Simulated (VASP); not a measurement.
# Sn3Se (I4mm) in VASP: notebook

Runs on Sn3Se. Level: PBE. Tasks: single point.

Everything below comes from runs of VASP 6.6.1. Logs are shortened: lines on timing, memory, paths and dates and some standing lists are left out, and cuts for length are marked.

## 1. The cell of the first run

It takes space group I4mm (No. 107, tetragonal). The conventional cell has a = 5.272 Å, b = 5.272 Å, c = 7.456 Å, α = 90.00°, β = 90.00°, γ = 90.00°. Sn (site symmetry 2mm) has 4 Se at 2.99 to 3.51 Å and 10 Sn at 3.23 to 3.73 Å within 3.9 Å. Within 4.2 Å of Sn (site symmetry 4mm) lie 8 Sn at 3.23 Å and 6 Se at 3.28 to 4.18 Å. Se (site symmetry 4mm) has 13 Sn at 2.99 to 3.76 Å within 3.9 Å.

## 2. Single point, PBE (atom 4 (Se) moved -0.450 Å along Cartesian [1 0 0])

INCAR

```
PREC = Accurate
ENCUT = 520
EDIFF = 1E-6
ISMEAR = 0
SIGMA = 0.15
LREAL = False
LASPH = True
NELM = 100
ALGO = Normal
ISIF = 2
LWAVE = False
LCHARG = False
GGA = PE
NBANDS = 32
```

KPOINTS

```
Automatic mesh
0
Gamma
  12 12 12
```

POSCAR

```
Sn3Se
1.0
    0.0000000000      3.7279542406      3.7279542406
    3.7279542406      0.0000000000      3.7279542406
    3.7279542406      3.7279542406      0.0000000000
Sn Se
3 1
Direct
    0.2500000000      0.2500000000      0.2500000000
    0.7500000000      0.7500000000      0.7500000000
    0.5000000000      0.5000000000      0.5000000000
    0.0603548181     -0.0603548181     -0.0603548181
```

Potentials or basis: VASP PAW PBE potentials, release 64 (Sn_d, Se).

Command:

```console
$ cat potpaw_PBE.64/Sn_d/POTCAR potpaw_PBE.64/Se/POTCAR > POTCAR
$ mpirun -np 1 vasp_std > vasp.out
```

OUTCAR:

```text
PREC = Accurate
   ENCUT = 520
   EDIFF = 1E-6
   ISMEAR = 0
   LREAL = False
   LASPH = True
   NELM = 100
   ISIF = 2
   GGA = PE

 ion  position               nearest neighbor table
   1  0.250  0.250  0.250-   4 2.99   4 2.99   3 3.23   3 3.23   3 3.23   3 3.23   2 3.73   2 3.73
                             2 3.73   2 3.73   2 3.73   2 3.73
   2  0.750  0.750  0.750-   4 2.99   4 2.99   3 3.23   3 3.23   3 3.23   3 3.23   1 3.73   1 3.73
                             1 3.73   1 3.73   1 3.73   1 3.73
   3  0.500  0.500  0.500-   1 3.23   1 3.23   1 3.23   1 3.23   2 3.23   2 3.23   2 3.23   2 3.23

   4  0.060  0.940  0.940-   2 2.99   2 2.99   1 2.99   1 2.99

  LATTYP: Found a face centered cubic cell.
 ALAT       =     7.4559084812

  Lattice vectors:

 A1 = (   0.0000000000,   3.7279542406,   3.7279542406)
 A2 = (   3.7279542406,   0.0000000000,   3.7279542406)
 A3 = (   3.7279542406,   3.7279542406,   0.0000000000)

Analysis of symmetry for initial positions (statically):
=====================================================================
 Subroutine PRICEL returns:
 Original cell was already a primitive cell.

 Routine SETGRP: Setting up the symmetry group for a
 face centered cubic supercell.

 Subroutine GETGRP returns: Found  8 space group operations
 (whereof  8 operations were pure point group operations)
 out of a pool of 48 trial point group operations.

The static configuration has the point symmetry C_4v.

Analysis of symmetry for dynamics (positions and initial velocities):
=====================================================================
 Subroutine PRICEL returns:
 Original cell was already a primitive cell.

 Routine SETGRP: Setting up the symmetry group for a
 face centered cubic supercell.

 Subroutine GETGRP returns: Found  8 space group operations
 (whereof  8 operations were pure point group operations)
 out of a pool of 48 trial point group operations.

The dynamic configuration has the point symmetry C_4v.

 Subroutine INISYM returns: Found  8 space group operations
 (whereof  8 operations are pure point group operations),
 and found     1 'primitive' translations

----------------------------------------------------------------------------------------

                                     Primitive cell

  volume of cell :     103.6196

  direct lattice vectors                    reciprocal lattice vectors
     0.000000000  3.727954241  3.727954241    -0.134121818  0.134121818  0.134121818
     3.727954241  0.000000000  3.727954241     0.134121818 -0.134121818  0.134121818
     3.727954241  3.727954241  0.000000000     0.134121818  0.134121818 -0.134121818

  length of vectors
     5.272123447  5.272123447  5.272123447     0.232305803  0.232305803  0.232305803

  position of ions in fractional coordinates (direct lattice)
     0.250000000  0.250000000  0.250000000
     0.750000000  0.750000000  0.750000000
     0.500000000  0.500000000  0.500000000
     0.060354818  0.939645182  0.939645182

  ion indices of the primitive-cell ions
   primitive index   ion index
                 1           1
                 2           2
                 3           3
                 4           4

----------------------------------------------------------------------------------------

 KPOINTS: Automatic mesh

Automatic generation of k-mesh.
 Grid dimensions read from file:
 generate k-points for:   12   12   12

 Generating k-lattice:

  Cartesian coordinates                     Fractional coordinates (reciprocal lattice)
    -0.011176818  0.011176818  0.011176818     0.083333333  0.000000000  0.000000000
     0.011176818 -0.011176818  0.011176818     0.000000000  0.083333333  0.000000000
     0.011176818  0.011176818 -0.011176818     0.000000000  0.000000000  0.083333333

  Length of vectors
     0.019358817  0.019358817  0.019358817

  Shift w.r.t. Gamma in fractional coordinates (k-lattice)
     0.000000000  0.000000000  0.000000000

 Subroutine IBZKPT returns following result:
 ===========================================

 Found    163 irreducible k-points:

 Following reciprocal coordinates:
            Coordinates               Weight
  0.000000  0.000000  0.000000      1.000000
  0.083333  0.000000  0.000000      8.000000
  0.166667  0.000000  0.000000      8.000000
  0.250000  0.000000  0.000000      8.000000
  0.333333  0.000000  0.000000      8.000000
  0.416667  0.000000  0.000000      8.000000
[... 16 lines left out ...]
  0.000000 -0.333333  0.083333      8.000000
 -0.250000  0.083333  0.000000     16.000000
 [... further k-points ...]
   k-points           NKPTS =    163   k-points in BZ     NKDIM =    163   number of bands    NBANDS=     32
   number of dos      NEDOS =    301   number of ions     NIONS =      4
   total plane-waves  NPLWV =  64000
   dimension x,y,z NGX =    40 NGY =   40 NGZ =   40
   dimension x,y,z NGXF=    80 NGYF=   80 NGZF=   80
   ions per type =               3   1
   NGX,Y,Z   is equivalent  to a cutoff of  12.61, 12.61, 12.61 a.u.
   NGXF,Y,Z  is equivalent  to a cutoff of  25.23, 25.23, 25.23 a.u.
 SYSTEM =  unknown system
   PREC   = accura    normal or accurate (medium, high low for compatibility)
   ISTART =      0    job   : 0-new  1-cont  2-samecut
   ICHARG =      2    charge: 1-file 2-atom 10-const
   ISPIN  =      1    spin polarized calculation?
   LNONCOLLINEAR =      F non collinear calculations
   LSORBIT =      F    spin-orbit coupling
   LASPH  =      T    aspherical Exc in radial PAW
   ENCUT  =  520.0 eV  38.22 Ry    6.18 a.u.   9.80  9.80  9.80*2*pi/ulx,y,z
   NELM   =    100;   NELMIN=  2; NELMDL= -5     # of ELM steps
   EDIFF  = 0.1E-05   stopping-criterion for ELM
   LREAL  =      F    real-space projection
   EDIFFG = 0.1E-04   stopping-criterion for IOM
   NSW    =      0    number of steps for IOM
   IBRION =     -1    ionic relax: 0-MD 1-quasi-New 2-CG
   NFREE  =      0    steps in history (QN), initial steepest desc. (CG)
   ISIF   =      2    stress and relaxation
   ISYM   =      2    0-nonsym 1-usesym 2-fastsym
   POTIM  = 0.5000    time-step for ionic-motion
   TEBEG  =    0.0;   TEEND  =   0.0 temperature during run
   PSTRESS=    0.0 pullay stress
   NELECT =      48.0000    total number of electrons
   NUPDOWN=      -1.0000    fix difference up-down
   EMIN   =  10.00;   EMAX   =-10.00  energy-range for DOS
   EFERMI =   0.00;   METHOD = LEGACY
   ISMEAR =     0;   SIGMA  =   0.15  broadening in eV -4-tet -1-fermi 0-gaus
   EFERMI_NEDOS =   21; number of points for ismear=-14 and -15
   IALGO  =     38    algorithm
   IMIX   =      4    mixing-type and parameters
     AMIX     =   0.40;   BMIX     =  1.00
     AMIX_MAG =   1.60;   BMIX_MAG =  1.00
  volume/ion in A,a.u.               =      25.90       174.81
  Fermi-wavevector in a.u.,A,eV,Ry     =   1.266703  2.393721 21.831032  1.604536
  Thomas-Fermi vector in A             =   2.399889
   LORBIT       =      0    0 simple, 1 ext, 2 COOP (PROOUT), +10 PAW based schemes
   GGA     = PE    functional components
   LHFCALC =     F    Hartree Fock is set to
   AEXX    =    0.0000 exact exchange contribution
   IVDW    =     0    specifies the selected vdW correction
   LEPSILON=     F    determine dielectric tensor
   LRPA    =     F    only Hartree local field effects (RPA)
 non-spin polarized calculation
 Gauss-broadening in eV      SIGMA  =   0.15
  energy-cutoff  :      520.00
  volume of cell :      103.62
 maximum number of plane-waves:      2808
   NGX = 19   NGY = 19   NGZ = 19

 number of electron      48.0000025 magnetization

 Free energy of the ion-electron system (eV)
  ---------------------------------------------------
  ext. energy  EPLUGINS =         0.00000000
  ---------------------------------------------------
  free energy    TOTEN  =       -14.83075540 eV

  energy without entropy =      -14.80261010  energy(sigma->0) =      -14.81668275

 E-fermi :   7.2936     XC(G=0): -10.2850

 val. band max:        7.2852653042   @ k =   0.0000  -0.4167   0.4167
 cond. band min:       7.3011861871   @ k =   0.1667   0.0833   0.2500
 fundamental gap:      0.0159208829
 Fermi energy:         7.2935759204

 k-point     1 :       0.0000    0.0000    0.0000
  band No.  band energies     occupation
      1     -14.3026      2.00000
      2     -14.3024      2.00000
      3     -14.2711      2.00000
      4     -14.2693      2.00000
      5     -14.2693      2.00000
      6     -14.2641      2.00000
[... 24 lines left out ...]
     31      14.0188      0.00000
     32      14.0188      0.00000

 k-point     2 :       0.0833    0.0000    0.0000
  band No.  band energies     occupation
      1     -14.3010      2.00000
      2     -14.3004      2.00000
      3     -14.2773      2.00000
      4     -14.2718      2.00000
      5     -14.2715      2.00000
      6     -14.2612      2.00000
[... 24 lines left out ...]
     31      13.6188      0.00000
     32      13.9461      0.00000

 k-point     3 :       0.1667    0.0000    0.0000
  band No.  band energies     occupation
      1     -14.2970      2.00000
      2     -14.2946      2.00000
      3     -14.2822      2.00000
      4     -14.2767      2.00000
      5     -14.2763      2.00000
      6     -14.2571      2.00000
[... 24 lines left out ...]
     31      12.6766      0.00000
     32      13.7054      0.00000

 k-point     4 :       0.2500    0.0000    0.0000
  band No.  band energies     occupation
      1     -14.2937      2.00000
      2     -14.2857      2.00000
      3     -14.2819      2.00000
      4     -14.2817      2.00000
      5     -14.2780      2.00000
      6     -14.2536      2.00000
[... 24 lines left out ...]
     31      12.6220      0.00000
     32      13.4572      0.00000

 k-point     5 :       0.3333    0.0000    0.0000
  band No.  band energies     occupation
      1     -14.2924      2.00000
      2     -14.2864      2.00000
      3     -14.2819      2.00000
      4     -14.2740      2.00000
      5     -14.2696      2.00000
      6     -14.2510      2.00000
[... 584 lines left out ...]
     31      12.7812      0.00000
     32      15.4031      0.00000

 k-point    22 :      -0.3333    0.0833    0.0000
  band No.  band energies     occupation
      1     -14.2951      2.00000
      2     -14.2866      2.00000
      3     -14.2778      2.00000
      4     -14.2735      2.00000
      5     -14.2627      2.00000
      6     -14.2523      2.00000
[... 24 lines left out ...]
     31      12.2663      0.00000
     32      14.2744      0.00000

 k-point    23 :       0.0000   -0.3333    0.0833
  band No.  band energies     occupation
      1     -14.2929      2.00000
      2     -14.2851      2.00000
      3     -14.2830      2.00000
      4     -14.2691      2.00000
      5     -14.2637      2.00000
      6     -14.2508      2.00000
[... 24 lines left out ...]
     31      12.3796      0.00000
     32      14.4383      0.00000

 k-point    24 :      -0.2500    0.0833    0.0000
  band No.  band energies     occupation
      1     -14.2958      2.00000
      2     -14.2846      2.00000
      3     -14.2822      2.00000
      4     -14.2783      2.00000
      5     -14.2726      2.00000
      6     -14.2572      2.00000
[... 24 lines left out ...]
     31      12.7108      0.00000
     32      13.3713      0.00000

 [... further k-points ...]
[... 5 lines left out ...]
  --------------------------------------------------------------------------------------
  -------------------------------------------------------------------------------------
  Total        0.6914116      1.2328752      1.2328752      0.0000000      0.0000000      0.0000000
  in kB       10.6906852     19.0628573     19.0628573      0.0000000      0.0000000      0.0000000
  external PRESSURE =      16.2721333 kB  Pullay stress =       0.0000000 kB

 VOLUME and BASIS-vectors are now :
 -----------------------------------------------------------------------------
  energy-cutoff  :      520.00
  volume of cell :      103.62
      direct lattice vectors                 reciprocal lattice vectors
     0.000000000  3.727954241  3.727954241    -0.134121818  0.134121818  0.134121818
     3.727954241  0.000000000  3.727954241     0.134121818 -0.134121818  0.134121818
     3.727954241  3.727954241  0.000000000     0.134121818  0.134121818 -0.134121818

 POSITION                                       TOTAL-FORCE (eV/Angst)
 -----------------------------------------------------------------------------------
      1.86398      1.86398      1.86398         0.073466      0.000000      0.000000
      5.59193      5.59193      5.59193         0.073466     -0.000000     -0.000000
      3.72795      3.72795      3.72795        -0.511054      0.000000      0.000000
      7.00591      3.72795      3.72795         0.364121      0.000000      0.000000
 -----------------------------------------------------------------------------------
    total drift:                                0.000730      0.000000      0.000000

  FREE ENERGIE OF THE ION-ELECTRON SYSTEM (eV)
  ---------------------------------------------------
  free  energy   TOTEN  =       -14.8307554036 eV

  energy  without entropy=      -14.8026101012  energy(sigma->0) =      -14.81668275
```

It took 7 min on 1 thread of Intel Xeon 6975P-C, shared host; peak memory 0.56 GiB.

Results:

- Free energy: -14.8308 eV
- Pressure: 1.6 GPa
- Largest force: 0.511 eV/Å
- Band gap on the k mesh: zero (band 24 reaches 8.07 eV, above the bottom of band 25 at 6.30 eV)

Forces in eV/Å, atoms in the order of the input:
```
Sn   0.073  0.000  0.000
Sn   0.073  0.000  0.000
Sn  -0.511  0.000  0.000
Se   0.364  0.000  0.000
```

Stress tensor (GPa, compression positive):
```
1.07 0.00 0.00
0.00 1.91 0.00
0.00 0.00 1.91
```

Levels at points of the mesh, in eV from the Fermi level:
| k point | band 21 | band 22 | band 23 | band 24 | band 25 | band 26 | band 27 | band 28 |
| --- | --- | --- | --- | --- | --- | --- | --- | --- |
| (0.00, 0.00, 0.00) | -3.07 | -2.84 | -1.27 | -1.00 | -1.00 | -0.49 | -0.45 | -0.45 |
| (0.50, 0.00, 0.00) | -3.57 | -2.04 | -1.93 | -0.93 | 0.44 | 2.01 | 2.14 | 3.14 |
| (0.50, 0.50, 0.00) | -4.56 | -0.47 | 0.33 | 0.36 | 1.22 | 2.62 | 2.92 | 3.36 |
| (0.00, 0.50, 0.50) | -5.02 | -0.43 | 0.29 | 0.29 | 0.98 | 2.98 | 2.98 | 3.25 |

Caveat: the cell differs from its parent crystal (atom 4 (Se) moved -0.450 Å along Cartesian [1 0 0]); spin-orbit coupling is left out, which moves the levels of the heavy elements.

## 3. Single point, PBE (atom 4 (Se) moved +0.338 Å along Cartesian [1 0 0])

INCAR

```
SYSTEM = Sn3Se
  PREC = Accurate
  ENCUT = 520
  EDIFF = 1E-6
  ISMEAR = 0
  SIGMA = 0.15
  LREAL = .False.
  LASPH = .True.
  NELM = 100
  ALGO = Normal
  ISIF = 2
  LWAVE = .False.
  LCHARG = .False.
  GGA = PE
  NBANDS = 32
```

KPOINTS

```
regular mesh
0
Gamma
  12 12 12
  0 0 0
```

Changes to POSCAR since step 2:

```diff
@@ -11,2 +11,2 @@
     0.5000000000      0.5000000000      0.5000000000
-    0.0603548181     -0.0603548181     -0.0603548181
+   -0.0452661136      0.0452661136      0.0452661136
```

Potentials or basis: VASP PAW PBE potentials, release 64 (Sn_d, Se).

Command:

```console
$ cat potpaw_PBE.64/Sn_d/POTCAR potpaw_PBE.64/Se/POTCAR > POTCAR
$ mpirun -np 1 vasp_std > vasp.out
```

It took 7.3 min on 1 thread of Intel Xeon 6975P-C, shared host; peak memory 0.56 GiB.

Results (log left out):

| Quantity | Value |
| --- | --- |
| Free energy | -14.8650 eV |
| Pressure | 1.0 GPa |
| Largest force | 0.391 eV/Å |
| Band gap on the k mesh | zero (band 24 reaches 8.09 eV, above the bottom of band 25 at 6.19 eV) |

Forces on the atoms (eV/Å):
```
Sn  -0.071  0.000  0.000
Sn  -0.071  0.000  0.000
Sn   0.391  0.000  0.000
Se  -0.250  0.000  0.000
```

Stress tensor (GPa, compression positive):
```
0.63 0.00 0.00
0.00 1.11 0.00
0.00 0.00 1.11
```

Levels at points of the mesh, in eV from the Fermi level:
| k point | band 21 | band 22 | band 23 | band 24 | band 25 | band 26 | band 27 | band 28 |
| --- | --- | --- | --- | --- | --- | --- | --- | --- |
| (0.00, 0.00, 0.00) | -2.96 | -2.84 | -1.27 | -1.08 | -1.08 | -0.52 | -0.50 | -0.50 |
| (0.50, 0.00, 0.00) | -3.49 | -2.07 | -2.01 | -0.90 | 0.42 | 2.06 | 2.14 | 3.28 |
| (0.50, 0.50, 0.00) | -4.65 | -0.41 | 0.39 | 0.40 | 1.15 | 2.69 | 2.88 | 3.32 |
| (0.00, 0.50, 0.50) | -4.92 | -0.38 | 0.36 | 0.36 | 1.00 | 2.90 | 2.90 | 3.26 |

Caveat: the cell differs from its parent crystal (atom 4 (Se) moved +0.338 Å along Cartesian [1 0 0]); spin-orbit coupling is left out, which moves the levels of the heavy elements.

## 4. Single point, PBE (atom 4 (Se) moved -0.225 Å along Cartesian [1 0 0])

INCAR

```
SYSTEM = Sn3Se
PREC     = Accurate       ! precision mode
ENCUT    = 520            ! plane-wave cutoff, eV
EDIFF    = 1E-6           ! SCF threshold, eV
ISMEAR   = 0              ! smearing method
SIGMA    = 0.15           ! smearing width, eV
LREAL    = .False.        ! projectors in reciprocal space
LASPH    = .True.         ! aspherical terms in the spheres
NELM     = 60             ! most SCF steps
ALGO     = Normal         ! electronic algorithm
ISIF     = 2              ! what is computed and relaxed
LWAVE    = .False.        ! write WAVECAR
LCHARG   = .False.        ! write CHGCAR
GGA      = PE             ! functional
NBANDS   = 32             ! bands
```

KPOINTS is that of step 3.

Changes to POSCAR since step 3:

```diff
@@ -11,2 +11,2 @@
     0.5000000000      0.5000000000      0.5000000000
-   -0.0452661136      0.0452661136      0.0452661136
+    0.0301774090     -0.0301774090     -0.0301774090
```

Command:

```console
$ cat potpaw_PBE.64/Sn_d/POTCAR potpaw_PBE.64/Se/POTCAR > POTCAR
$ mpirun -np 1 vasp_std > vasp.out
```

It took 7.6 min on 1 thread of Intel Xeon 6975P-C, shared host; peak memory 0.56 GiB.

It converged, with:

```
Free energy            : -14.8878 eV
Pressure               : 0.5 GPa
Largest force          : 0.265 eV/Å
Band gap on the k mesh : zero (band 24 reaches 8.11 eV, above the bottom of band 25 at 6.09 eV)
```

Forces in eV/Å, atoms in the order of the input:
```
Sn   0.053  0.000  0.000
Sn   0.053  0.000  0.000
Sn  -0.265  0.000  0.000
Se   0.160  0.000  0.000
```

Stress tensor (GPa, compression positive):
```
0.33 0.00 0.00
0.00 0.55 0.00
0.00 0.00 0.55
```

Levels at points of the mesh, in eV from the Fermi level:
| k point | band 20 | band 21 | band 22 | band 23 | band 24 | band 25 | band 26 | band 27 | band 28 | band 29 |
| --- | --- | --- | --- | --- | --- | --- | --- | --- | --- | --- |
| (0.00, 0.00, 0.00) | -3.02 | -2.90 | -2.84 | -1.27 | -1.17 | -1.17 | -0.54 | -0.53 | -0.53 | 4.04 |
| (0.50, 0.00, 0.00) | -3.47 | -3.42 | -2.11 | -2.08 | -0.87 | 0.41 | 2.10 | 2.13 | 3.41 | 3.60 |
| (0.50, 0.50, 0.00) | -4.80 | -4.73 | -0.36 | 0.43 | 0.44 | 1.08 | 2.74 | 2.83 | 3.30 | 4.12 |
| (0.00, 0.50, 0.50) | -4.86 | -4.86 | -0.34 | 0.42 | 0.42 | 1.01 | 2.84 | 2.84 | 3.27 | 4.13 |

Caveat: the cell differs from its parent crystal (atom 4 (Se) moved -0.225 Å along Cartesian [1 0 0]); spin-orbit coupling is left out, which moves the levels of the heavy elements.
